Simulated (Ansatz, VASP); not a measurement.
One calculation of MgCd3Te4, two programs

```
Mg Cd Te
1.0
     4.65195    0.00000    0.00000
    -2.32597    4.02871    0.00000
     0.00000    0.00000   15.21340
Mg Cd Te
1 3 4
Direct
  0.33333 0.66667 0.49716
  0.33333 0.66667 0.99904
  0.66667 0.33333 0.25150
  0.66667 0.33333 0.74724
  0.33333 0.66667 0.18727
  0.33333 0.66667 0.68275
  0.66667 0.33333 0.43980
  0.66667 0.33333 0.93525
```

Alike in both runs: task relaxation of cell and atoms; functional PBE; k mesh 6 × 6 × 2; occupations gaussian, width 0.02 eV; no spin polarisation.

```csv
,VASP,Ansatz
version,VASP 6.6.1,Ansatz 0.2.0
potentials or method,"VASP PAW PBE potentials, release 64 (Mg, Cd, Te), cutoff 600 eV","scalar-relativistic, plane waves, PAW"
valence electrons in the cell,62,134
```

|  | VASP | Ansatz | Ansatz less VASP |
| --- | --- | --- | --- |
| gap on the k mesh at the Fermi level, each at its own relaxed structure (eV) | 0.89 | 0.90 | +0.012 |
| relaxed volume (Å³/atom) | 35.91 | 35.83 | -0.082 |
| relaxed cell length with the largest relative difference (Å) | 15.253 | 15.238 | -0.0156 |

VASP's potentials hold 62 valence electrons a cell and Ansatz's 134, so a difference there can come from the potentials and not from the codes.

Neither program's run includes spin-orbit coupling.
